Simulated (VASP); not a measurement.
# GaGeO4 (P-6m2) in VASP: single point with PBE

Aim: the single point of GaGeO4 with PBE.

All numbers are computed with VASP 6.6.1; they aren't measurements. Logs are shortened: lines on timing, memory, paths and dates and some standing lists are left out, and cuts for length are marked.

**1. The cell of the first run**

Symmetry: P-6m2, No. 187, hexagonal system. Conventional cell: a = 5.560 Å, b = 5.560 Å, c = 2.717 Å, α = 90.00°, β = 90.00°, γ = 120.00°. Ga (site symmetry -6m2) has 2 Ga at 2.72 Å and 15 O at 3.10 to 3.21 Å and 3 Ge at 3.21 Å within 3.6 Å. Within 2.6 Å of Ge (site symmetry -6m2) lie 6 O at 1.96 Å. Within 3.0 Å of O (site symmetry -6m2) lie 8 O at 2.26 to 2.72 Å. Within 2.6 Å of O (site symmetry mm2) lie 2 Ge at 1.96 Å and 4 O at 2.26 to 2.44 Å.

**2. Single point, PBE**

INCAR

```
SYSTEM = GaGeO4
PREC = Accurate ; ENCUT = 520
EDIFF = 1E-6 ; ISMEAR = 0
SIGMA = 0.1 ; LREAL = .FALSE.
LASPH = .TRUE. ; NELM = 60
ALGO = Normal ; ISIF = 2
LWAVE = .FALSE. ; LCHARG = .TRUE.
GGA = PE ; LELF = .TRUE.
LVHAR = .TRUE. ; NBANDS = 34
```

KPOINTS

```
regular mesh
0
G
  12 12 14
  0 0 0
```

POSCAR

```
GaGeO4
1.0
    5.5595134780      0.0000000000      0.0000000000
   -2.7797567390      4.8146799046      0.0000000000
    0.0000000000      0.0000000000      2.7170481973
Ga Ge O
1 1 4
Direct
    0.0000000000      0.0000000000      0.0000000000
    0.3333333333      0.6666666667      0.0000000000
    0.6666666667      0.3333333333      0.0000000000
    0.4795709000      0.9591418001      0.5000000000
    0.0408581999      0.5204291000      0.5000000000
    0.4795709000      0.5204291000      0.5000000000
```

Potentials or basis: VASP PAW PBE potentials, release 64 (Ga_d, Ge_d, O).

Started as:

```console
$ cat potpaw_PBE.64/Ga_d/POTCAR potpaw_PBE.64/Ge_d/POTCAR potpaw_PBE.64/O/POTCAR > POTCAR
$ mpirun -np 1 vasp_std > vasp.out
```

OUTCAR:

```text
SYSTEM = GaGeO4
   PREC = Accurate
   ENCUT = 520
   EDIFF = 1E-6
   ISMEAR = 0
   LREAL = .FALSE.
   LASPH = .TRUE.
   NELM = 60
   ISIF = 2
   GGA = PE

 ion  position               nearest neighbor table
   1  0.000  0.000  0.000-
   2  0.333  0.667  0.000-   4 1.96   4 1.96   5 1.96   5 1.96   6 1.96   6 1.96
   3  0.667  0.333  0.000-
   4  0.480  0.959  0.500-   2 1.96   2 1.96
   5  0.041  0.520  0.500-   2 1.96   2 1.96
   6  0.480  0.520  0.500-   2 1.96   2 1.96

  LATTYP: Found a hexagonal cell.
 ALAT       =     5.5595134780
 C/A-ratio  =     0.4887204983

  Lattice vectors:

 A1 = (   5.5595134780,   0.0000000000,   0.0000000000)
 A2 = (  -2.7797567390,   4.8146799046,   0.0000000000)
 A3 = (   0.0000000000,   0.0000000000,   2.7170481973)

Analysis of symmetry for initial positions (statically):
=====================================================================
 Subroutine PRICEL returns:
 Original cell was already a primitive cell.

 Routine SETGRP: Setting up the symmetry group for a
 hexagonal supercell.

 Subroutine GETGRP returns: Found 12 space group operations
 (whereof 12 operations were pure point group operations)
 out of a pool of 24 trial point group operations.

The static configuration has the point symmetry D_3h.

Analysis of symmetry for dynamics (positions and initial velocities):
=====================================================================
 Subroutine PRICEL returns:
 Original cell was already a primitive cell.

 Routine SETGRP: Setting up the symmetry group for a
 hexagonal supercell.

 Subroutine GETGRP returns: Found 12 space group operations
 (whereof 12 operations were pure point group operations)
 out of a pool of 24 trial point group operations.

The dynamic configuration has the point symmetry D_3h.

 Subroutine INISYM returns: Found 12 space group operations
 (whereof 12 operations are pure point group operations),
 and found     1 'primitive' translations

----------------------------------------------------------------------------------------

                                     Primitive cell

  volume of cell :      72.7280

  direct lattice vectors                    reciprocal lattice vectors
     5.559513478  0.000000000  0.000000000     0.179871855  0.103849064  0.000000000
    -2.779756739  4.814679905  0.000000000     0.000000000  0.207698127  0.000000000
     0.000000000  0.000000000  2.717048197     0.000000000  0.000000000  0.368046471

  length of vectors
     5.559513478  5.559513478  2.717048197     0.207698127  0.207698127  0.368046471

  position of ions in fractional coordinates (direct lattice)
     0.000000000  0.000000000  0.000000000
     0.333333333  0.666666667  0.000000000
     0.666666667  0.333333333  0.000000000
     0.479570900  0.959141800  0.500000000
     0.040858200  0.520429100  0.500000000
     0.479570900  0.520429100  0.500000000

  ion indices of the primitive-cell ions
   primitive index   ion index
                 1           1
                 2           2
                 3           3
                 4           4
                 5           5
                 6           6

----------------------------------------------------------------------------------------

 KPOINTS: regular mesh

Automatic generation of k-mesh.
 Grid dimensions read from file:
 generate k-points for:   12   12   14

 Generating k-lattice:

  Cartesian coordinates                     Fractional coordinates (reciprocal lattice)
     0.014989321  0.008654089  0.000000000     0.083333333 -0.000000000  0.000000000
     0.000000000  0.017308177  0.000000000     0.000000000  0.083333333  0.000000000
     0.000000000  0.000000000  0.026289034     0.000000000  0.000000000  0.071428571

  Length of vectors
     0.017308177  0.017308177  0.026289034

  Shift w.r.t. Gamma in fractional coordinates (k-lattice)
     0.000000000  0.000000000  0.000000000

 Subroutine IBZKPT returns following result:
 ===========================================

 Found    152 irreducible k-points:

 Following reciprocal coordinates:
            Coordinates               Weight
  0.000000  0.000000  0.000000      1.000000
  0.083333  0.000000  0.000000      6.000000
  0.166667  0.000000  0.000000      6.000000
  0.250000  0.000000  0.000000      6.000000
  0.333333  0.000000  0.000000      6.000000
  0.416667  0.000000  0.000000      6.000000
[... 16 lines left out ...]
  0.250000  0.000000  0.071429     12.000000
  0.333333  0.000000  0.071429     12.000000
 [... further k-points ...]
   k-points           NKPTS =    152   k-points in BZ     NKDIM =    152   number of bands    NBANDS=     34
   number of dos      NEDOS =    301   number of ions     NIONS =      6
   total plane-waves  NPLWV =  35280
   dimension x,y,z NGX =    42 NGY =   42 NGZ =   20
   dimension x,y,z NGXF=    84 NGYF=   84 NGZF=   40
   ions per type =               1   1   4
   NGX,Y,Z   is equivalent  to a cutoff of  12.56, 12.56, 12.24 a.u.
   NGXF,Y,Z  is equivalent  to a cutoff of  25.12, 25.12, 24.47 a.u.
 SYSTEM =  GaGeO4
   PREC   = accura    normal or accurate (medium, high low for compatibility)
   ISTART =      0    job   : 0-new  1-cont  2-samecut
   ICHARG =      2    charge: 1-file 2-atom 10-const
   ISPIN  =      1    spin polarized calculation?
   LNONCOLLINEAR =      F non collinear calculations
   LSORBIT =      F    spin-orbit coupling
   LASPH  =      T    aspherical Exc in radial PAW
   ENCUT  =  520.0 eV  38.22 Ry    6.18 a.u.  10.34 10.34  5.05*2*pi/ulx,y,z
   NELM   =     60;   NELMIN=  2; NELMDL= -5     # of ELM steps
   EDIFF  = 0.1E-05   stopping-criterion for ELM
   LREAL  =      F    real-space projection
   EDIFFG = 0.1E-04   stopping-criterion for IOM
   NSW    =      0    number of steps for IOM
   IBRION =     -1    ionic relax: 0-MD 1-quasi-New 2-CG
   NFREE  =      0    steps in history (QN), initial steepest desc. (CG)
   ISIF   =      2    stress and relaxation
   ISYM   =      2    0-nonsym 1-usesym 2-fastsym
   POTIM  = 0.5000    time-step for ionic-motion
   TEBEG  =    0.0;   TEEND  =   0.0 temperature during run
   PSTRESS=    0.0 pullay stress
   NELECT =      51.0000    total number of electrons
   NUPDOWN=      -1.0000    fix difference up-down
   EMIN   =  10.00;   EMAX   =-10.00  energy-range for DOS
   EFERMI =   0.00;   METHOD = LEGACY
   ISMEAR =     0;   SIGMA  =   0.10  broadening in eV -4-tet -1-fermi 0-gaus
   EFERMI_NEDOS =   21; number of points for ismear=-14 and -15
   IALGO  =     38    algorithm
   IMIX   =      4    mixing-type and parameters
     AMIX     =   0.40;   BMIX     =  1.00
     AMIX_MAG =   1.60;   BMIX_MAG =  1.00
  volume/ion in A,a.u.               =      12.12        81.80
  Fermi-wavevector in a.u.,A,eV,Ry     =   1.454446  2.748505 28.781957  2.115414
  Thomas-Fermi vector in A             =   2.571596
   LORBIT       =      0    0 simple, 1 ext, 2 COOP (PROOUT), +10 PAW based schemes
   GGA     = PE    functional components
   LHFCALC =     F    Hartree Fock is set to
   AEXX    =    0.0000 exact exchange contribution
   IVDW    =     0    specifies the selected vdW correction
   LEPSILON=     F    determine dielectric tensor
   LRPA    =     F    only Hartree local field effects (RPA)
 non-spin polarized calculation
 Gauss-broadening in eV      SIGMA  =   0.10
  energy-cutoff  :      520.00
  volume of cell :       72.73
 maximum number of plane-waves:      1984
 NGX is ok and might be reduce to    42
   NGX = 21   NGY = 21   NGZ = 11

 number of electron      51.0000003 magnetization

 Free energy of the ion-electron system (eV)
  ---------------------------------------------------
  ext. energy  EPLUGINS =         0.00000000
  ---------------------------------------------------
  free energy    TOTEN  =       -26.53975008 eV

  energy without entropy =      -26.52207895  energy(sigma->0) =      -26.53091452

 E-fermi :   3.3416     XC(G=0): -10.8898

 val. band max:        3.3364874293   @ k =   0.1667   0.0833   0.0714
 cond. band min:       3.3469040018   @ k =   0.1667   0.0833   0.4286
 fundamental gap:      0.0104165726
 Fermi energy:         3.3415866288

 k-point     1 :       0.0000    0.0000    0.0000
  band No.  band energies     occupation
      1     -21.3192      2.00000
      2     -21.2038      2.00000
      3     -21.2038      2.00000
      4     -21.1204      2.00000
      5     -21.1204      2.00000
      6     -16.8020      2.00000
[... 26 lines left out ...]
     33      15.8309      0.00000
     34      16.0539      0.00000

 k-point     2 :       0.0833    0.0000    0.0000
  band No.  band energies     occupation
      1     -21.3192      2.00000
      2     -21.2039      2.00000
      3     -21.2038      2.00000
      4     -21.1204      2.00000
      5     -21.1204      2.00000
      6     -16.7891      2.00000
[... 26 lines left out ...]
     33      15.7962      0.00000
     34      16.0094      0.00000

 k-point     3 :       0.1667    0.0000    0.0000
  band No.  band energies     occupation
      1     -21.3192      2.00000
      2     -21.2040      2.00000
      3     -21.2038      2.00000
      4     -21.1204      2.00000
      5     -21.1204      2.00000
      6     -16.7523      2.00000
[... 26 lines left out ...]
     33      15.7017      0.00000
     34      15.9804      0.00000
[... 704 lines left out ...]
 k-point    23 :       0.2500    0.0000    0.0714
  band No.  band energies     occupation
      1     -21.3033      2.00000
      2     -21.2052      2.00000
      3     -21.2047      2.00000
      4     -21.1299      2.00000
      5     -21.1299      2.00000
      6     -16.6470      2.00000
[... 26 lines left out ...]
     33      14.5254      0.00000
     34      15.8483      0.00000

 k-point    24 :       0.3333    0.0000    0.0714
  band No.  band energies     occupation
      1     -21.3033      2.00000
      2     -21.2054      2.00000
      3     -21.2046      2.00000
      4     -21.1299      2.00000
      5     -21.1299      2.00000
      6     -16.5870      2.00000
[... 26 lines left out ...]
     33      14.5348      0.00000
     34      15.5667      0.00000

 [... further k-points ...]
[... 5 lines left out ...]
  --------------------------------------------------------------------------------------
  -------------------------------------------------------------------------------------
  Total        0.0437666      0.0437666      0.1853748     -0.0000000      0.0000000      0.0000000
  in kB        0.9641656      0.9641656      4.0837562     -0.0000000      0.0000000      0.0000000
  external PRESSURE =       2.0040291 kB  Pullay stress =       0.0000000 kB

 VOLUME and BASIS-vectors are now :
 -----------------------------------------------------------------------------
  energy-cutoff  :      520.00
  volume of cell :       72.73
      direct lattice vectors                 reciprocal lattice vectors
     5.559513478  0.000000000  0.000000000     0.179871855  0.103849064  0.000000000
    -2.779756739  4.814679905  0.000000000     0.000000000  0.207698127  0.000000000
     0.000000000  0.000000000  2.717048197     0.000000000  0.000000000  0.368046471

 POSITION                                       TOTAL-FORCE (eV/Angst)
 -----------------------------------------------------------------------------------
      0.00000      0.00000      0.00000        -0.000000      0.000000     -0.000000
     -0.00000      3.20979      0.00000        -0.000000      0.000000     -0.000000
      2.77976      1.60489      0.00000        -0.000000      0.000000     -0.000000
     -0.00000      4.61796      1.35852        -0.000000      0.059240      0.000000
     -1.21951      2.50570      1.35852        -0.051304     -0.029620     -0.000000
      1.21951      2.50570      1.35852         0.051304     -0.029620     -0.000000
 -----------------------------------------------------------------------------------
    total drift:                               -0.000001      0.000001     -0.000000

  FREE ENERGIE OF THE ION-ELECTRON SYSTEM (eV)
  ---------------------------------------------------
  free  energy   TOTEN  =       -26.5397500786 eV

  energy  without entropy=      -26.5220789520  energy(sigma->0) =      -26.53091452
```

Run time: 8.4 min. Hardware: 1 thread of Intel Xeon 8259CL, shared host; peak memory 0.43 GiB.

What came out:

| Property | Result |
| --- | --- |
| Free energy | -26.5398 eV |
| Pressure | 0.2 GPa |
| Largest force | 0.059 eV/Å |
| Band gap on the k mesh | zero (an odd number of electrons rules out a gap without spin polarisation) |

Forces on the atoms (eV/Å):
```
Ga   0.000  0.000  0.000
Ge   0.000  0.000  0.000
O    0.000  0.000  0.000
O    0.000  0.059  0.000
O   -0.051 -0.030  0.000
O    0.051 -0.030  0.000
```

Caveat: an odd number of electrons without spin polarisation forces a metal; a magnetic or distorted state may lie lower.
